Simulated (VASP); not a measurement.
Sn, 1 atom in the cell. It takes space group Immm (No. 71, orthorhombic). The conventional cell has a = 3.539 Å, b = 3.640 Å, c = 4.443 Å, α = 90.00°, β = 90.00°, γ = 90.00°. Within 4.5 Å of Sn (site symmetry mmm) lie 14 Sn at 3.37 to 4.44 Å.  This cell differs from its parent crystal: strain +0.025 along x and y, -0.050 along z.

| Quantity | Value |
| --- | --- |
| Program | VASP 6.6.1 |
| Task | single point |
| Functional | LDA |
| Potentials or basis | VASP PAW LDA potentials, release 64 (Sn_d) |
| Cutoff | 520 eV |
| k mesh | 20 × 20 × 20 |
| Occupations | gaussian, width 0.15 eV |
| Spin | no spin polarisation |
| Dipole correction | no |
| Further INCAR settings | ALGO = Fast; EDIFF = 1e-06; NBANDS = 13 |

Potentials or basis: VASP PAW LDA potentials, release 64 (Sn_d).

The run is started by

```console
$ cat potpaw_LDA.64/Sn_d/POTCAR > POTCAR
$ mpirun -np 1 vasp_std > vasp.out
```

Hardware: 1 thread of Intel Xeon 8259CL (shared host).

Q: How long does it take, and how much memory?

A: It took 7.2 min on 1 thread of Intel Xeon 8259CL (shared host), peak memory 0.48 GiB. Counts: scf iterations 12, k points 1166.
